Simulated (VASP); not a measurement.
# Si (P2_12_12_1) in VASP: a series of runs, part 2 of 2

VASP 6.6.1.

### Step 3. Single point, PBE (atoms displaced along a vibrational mode, the cell strained)

Input file INCAR:

```
SYSTEM = Si
PREC = Accurate ; ENCUT = 520
EDIFF = 1E-6 ; ISMEAR = 0
SIGMA = 0.05 ; LREAL = .False.
LASPH = .True. ; NELM = 80
ALGO = Normal ; ISIF = 2
LWAVE = .False. ; LCHARG = .False.
GGA = PE ; NBANDS = 16
```

Input file KPOINTS:

```
regular mesh
0
Gamma
  8 8 6
  0 0 0
```

Input file POSCAR:

```
Si
1.0
    0.0000000000     -2.7120622449     -2.7120622449
    0.0000000000      2.7120622449     -2.7120622449
    5.4241244898      0.0000000000      0.0000000000
Si
4
Direct
    0.5039640536      0.5145972412      0.0000000000
   -0.0039640536     -0.0145972412      0.5000000000
    1.0039640536      0.4854027588      0.2500000000
    0.4960359464      0.0145972412      0.7500000000
```

Potentials or basis: VASP PAW PBE potentials, release 64 (Si).

On the command line:

```sh
$ cat potpaw_PBE.64/Si/POTCAR > POTCAR
$ mpirun -np 1 vasp_std > vasp.out
```

Run time: 49 s. Hardware: 1 thread of AMD EPYC 9R45 (Zen 5), shared host; peak memory 0.2 GiB.

Results (log left out):

```
Free energy            : -21.6697 eV
Pressure               : 2.2 GPa
Largest force          : 0.121 eV/Å
Band gap on the k mesh : 0.58 eV
```

Forces in eV/Å, atoms in the order of the input:
```
Si   0.028 -0.060  0.102
Si   0.028  0.060 -0.102
Si  -0.028  0.102 -0.060
Si  -0.028 -0.102  0.060
```

Stress tensor (GPa, compression positive):
```
 2.12  0.00  0.00
 0.00  2.19 -0.06
 0.00 -0.06  2.19
```

Levels at points of the mesh, in eV from the valence-band top:
```csv
k point,band 6,band 7,band 8,band 9,band 10,band 11
"(0.00, 0.00, 0.00)",-0.08,0.00,0.00,0.70,0.76,2.55
"(0.50, 0.00, 0.00)",-3.77,-1.34,-1.34,2.44,2.44,4.78
"(0.00, 0.50, 0.00)",-3.78,-1.33,-1.33,2.45,2.45,4.78
"(0.50, 0.50, 0.00)",-2.87,-2.86,-2.86,0.68,0.68,0.68
"(0.00, 0.00, 0.50)",-1.91,-1.90,-1.90,1.12,1.12,3.09
"(0.50, 0.00, 0.50)",-1.21,-1.20,-1.20,1.54,1.54,3.32
"(0.00, 0.50, 0.50)",-1.21,-1.20,-1.20,1.53,1.53,3.32
"(0.50, 0.50, 0.50)",-3.88,-3.88,-3.88,4.24,4.24,4.24
```

Caveat: the cell differs from its parent crystal (atoms displaced along a vibrational mode, the cell strained). A k mesh can miss the band edges.

### Step 4. Single point, PBE (atoms displaced along a vibrational mode, the cell strained)

Input file INCAR:

```
SYSTEM = Si
ALGO = Normal ; EDIFF = 1E-6
ENCUT = 520 ; GGA = PE
ISIF = 2 ; ISMEAR = 0
LASPH = .TRUE. ; LCHARG = .FALSE.
LREAL = .FALSE. ; LWAVE = .FALSE.
NBANDS = 16 ; NELM = 60
PREC = Accurate ; SIGMA = 0.05
```

Input file KPOINTS:

```
k-points
0
G
  8 8 6
  0 0 0
```

Input file POSCAR:

```
Si
1.0
    0.0000000000     -2.7120622449     -2.7120622449
    0.0000000000      2.7120622449     -2.7120622449
    5.4241244898      0.0000000000      0.0000000000
Si
4
Direct
    0.5019786387      0.5072861443      0.0000000000
   -0.0019786387     -0.0072861443      0.5000000000
    1.0019786387      0.4927138557      0.2500000000
    0.4980213613      0.0072861443      0.7500000000
```

Potentials or basis: VASP PAW PBE potentials, release 64 (Si).

On the command line:

```sh
$ cat potpaw_PBE.64/Si/POTCAR > POTCAR
$ mpirun -np 1 vasp_std > vasp.out
```

OUTCAR:

```text
SYSTEM = Si
   EDIFF = 1E-6
   ENCUT = 520
   GGA = PE
   ISIF = 2
   ISMEAR = 0
   LASPH = .TRUE.
   LREAL = .FALSE.
   NELM = 60
   PREC = Accurate

 ion  position               nearest neighbor table
   1  0.502  0.507  0.000-   4 2.35   4 2.35   3 2.35   3 2.35
   2  0.998  0.993  0.500-   3 2.35   3 2.35   4 2.35   4 2.35
   3  0.002  0.493  0.250-   2 2.35   2 2.35   1 2.35   1 2.35
   4  0.498  0.007  0.750-   1 2.35   1 2.35   2 2.35   2 2.35

  LATTYP: Found a simple tetragonal cell.
 ALAT       =     3.8354352087
 C/A-ratio  =     1.4142135624

  Lattice vectors:

 A1 = (   0.0000000000,  -2.7120622449,  -2.7120622449)
 A2 = (   0.0000000000,   2.7120622449,  -2.7120622449)
 A3 = (   5.4241244898,   0.0000000000,   0.0000000000)

Analysis of symmetry for initial positions (statically):
=====================================================================
 Subroutine PRICEL returns:
 Original cell was already a primitive cell.

 Routine SETGRP: Setting up the symmetry group for a
[... 176 lines left out ...]

 val. band max:        5.8659312200   @ k =   0.0000   0.0000   0.0000
 cond. band min:       6.4363728224   @ k =   0.0000   0.0000   0.1667
 fundamental gap:      0.5704416024
 Fermi energy:         6.0867980042

 k-point     1 :       0.0000    0.0000    0.0000
  band No.  band energies     occupation
      1      -6.1189      2.00000
      2      -1.9623      2.00000
      3      -1.9595      2.00000
      4       3.0052      2.00000
      5       3.0073      2.00000
      6       5.8435      2.00000
[... 433 lines left out ...]
      3      -0.9595      2.00000
      4      -0.9595      2.00000
      5       2.8428      2.00000
      6       2.8428      2.00000
[... 8 lines left out ...]
     15      15.1026      0.00000
     16      15.1026      0.00000

 [... further k-points ...]

------------------------ aborting loop because EDIFF is reached ----------------------------------------

  FORCE on cell =-STRESS in cart. coord.  units (eV):
  Direction    XX          YY          ZZ          XY          YZ          ZX
  --------------------------------------------------------------------------------------
  -------------------------------------------------------------------------------------
  Total        1.1106101      1.1392515      1.1392515      0.0000000     -0.0081194      0.0000000
  in kB       22.3004300     22.8755347     22.8755347      0.0000000     -0.1630324      0.0000000
  external PRESSURE =      22.6838331 kB  Pullay stress =       0.0000000 kB

 VOLUME and BASIS-vectors are now :
 -----------------------------------------------------------------------------
  energy-cutoff  :      520.00
  volume of cell :       79.79
      direct lattice vectors                 reciprocal lattice vectors
     0.000000000 -2.712062245 -2.712062245     0.000000000 -0.184361550 -0.184361550
     0.000000000  2.712062245 -2.712062245     0.000000000  0.184361550 -0.184361550
     5.424124490  0.000000000  0.000000000     0.184361550  0.000000000  0.000000000

 POSITION                                       TOTAL-FORCE (eV/Angst)
 -----------------------------------------------------------------------------------
      0.00000      0.01439     -2.73719         0.007034     -0.028885      0.050113
      2.71206     -0.01439     -5.39900         0.007034      0.028885     -0.050113
      1.35603      1.33090     -1.34164        -0.007034      0.050113     -0.028885
      4.06809     -1.33090     -1.37043        -0.007034     -0.050113      0.028885
 -----------------------------------------------------------------------------------
    total drift:                                0.000000     -0.000000      0.000000

  FREE ENERGIE OF THE ION-ELECTRON SYSTEM (eV)
  ---------------------------------------------------
  free  energy   TOTEN  =       -21.6798996488 eV

  energy  without entropy=      -21.6798996488  energy(sigma->0) =      -21.67989965
```

stdout:

```text
POSCAR found type information on POSCAR Si
 POSCAR found :  1 types and       4 ions
 scaLAPACK will be used
 LDA part: xc-table for (Slater+PW92), standard interpolation
 POSCAR, INCAR and KPOINTS ok, starting setup
 FFT: planning ... GRIDC
 FFT: planning ... GRID_SOFT
 FFT: planning ... GRID
 WAVECAR not read
 entering main loop
```

Wall time 48 s (1 thread of AMD EPYC 9R45 (Zen 5), shared host); peak memory 0.2 GiB.

What came out:

```yaml
Free_energy: -21.6799 eV
Pressure: 2.3 GPa
Largest_force: 0.058 eV/Å
Band_gap_on_the_k_mesh: 0.57 eV
```

Forces on the atoms (eV/Å):
```
Si   0.007 -0.029  0.050
Si   0.007  0.029 -0.050
Si  -0.007  0.050 -0.029
Si  -0.007 -0.050  0.029
```

Caveat: the cell differs from its parent crystal (atoms displaced along a vibrational mode, the cell strained).

### Step 5. The runs side by side

| cell | gap on the mesh (eV) | pressure (GPa) | largest force (eV/Å) |
| --- | --- | --- | --- |
| a = 3.803, b = 3.803, c = 5.378 Å, 4 atoms, atomic positions A | 0.52 | 4.9 | 0.05 |
| a = 3.835, b = 3.835, c = 5.424 Å, 4 atoms, atomic positions B | 0.58 | 2.2 | 0.12 |
| a = 3.835, b = 3.835, c = 5.424 Å, 4 atoms, atomic positions A | 0.57 | 2.3 | 0.06 |

Alike in all rows: task single point; level PBE; potentials or basis VASP PAW PBE potentials, release 64 (Si); no spin polarisation; k mesh 8 × 8 × 6; cutoff (eV) 520; smearing gaussian 0.05 eV.

Caveats: the cell stands under pressure (at least some runs).

Absolute energies hang on the potentials; compare differences alone.
